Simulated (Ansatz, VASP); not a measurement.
Two plane-wave programs on Bi

The input INCAR:

```
SYSTEM = Bi
  ALGO = Normal
  EDIFF = 1E-6
  EDIFFG = -0.01
  ENCUT = 600
  GGA = PE
  IBRION = 2
  ISIF = 3
  ISMEAR = 0
  LASPH = .True.
  LCHARG = .False.
  LREAL = .False.
  LWAVE = .False.
  NELM = 100
  NSW = 50
  PREC = Accurate
  SIGMA = 0.05
```

The input KPOINTS:

```
k-points
0
Gamma
  14 14 8
  0 0 0
```

Contents of POSCAR:

```
Bi
1.0
    3.5463542130      0.0000000000      0.0000000000
   -1.7731771065      3.0712328392      0.0000000000
    0.0000000000      0.0000000000      5.8253591467
Bi
2
Direct
    0.3333333333      0.6666666667      0.7500000000
    0.6666666667      0.3333333333      0.2500000000
```

Input for Ansatz:

```yaml
crystal:
  lattice:
    - [3.546354213, 0.0, 0.0]
    - [-1.7731771065, 3.0712328392, 0.0]
    - [0.0, 0.0, 5.8253591467]
  atoms:
    - { symbol: Bi, position: [0.3333333333, 0.6666666667, 0.75] }
    - { symbol: Bi, position: [0.6666666667, 0.3333333333, 0.25] }
basis:
  ecutwfc: 420
  ecutrho_ratio: 4
kpoints:
  mp_grid: { grid: [14, 14, 8] }
hamiltonian:
  xc: pbe
scf:
  occupations: { method: gaussian, width: 0.05 }
output:
  forces: true
  stress: true
  eigenvalues: true
relax:
  f_tol: 0.01
  max_steps: 30
  cell: { stress_tol: 0.04 }
```

Alike in both runs: task relaxation of cell and atoms; functional PBE; k mesh 14 × 14 × 8; occupations gaussian, width 0.05 eV; no spin polarisation.

|  | VASP | Ansatz |
| --- | --- | --- |
| version | VASP 6.6.1 | Ansatz 0.2.0 |
| potentials or method | VASP PAW PBE potentials, release 64 (Bi_d), cutoff 600 eV | scalar-relativistic, plane waves, PAW |
| valence electrons in the cell | 30 | 30 |

```csv
,VASP,Ansatz,Ansatz less VASP
"gap on the k mesh at the Fermi level, each at its own relaxed structure (eV)",none,none,-
relaxed volume (Å³/atom),31.72,31.72,0.000
relaxed cell length with the largest relative difference (Å),3.546,3.546,0.0000
```

A gap of «none» marks a metal or a gap that the smearing closes.

Neither program's run includes spin-orbit coupling. Noted on VASP's run: the relaxation stopped at its first step, so nothing moved.
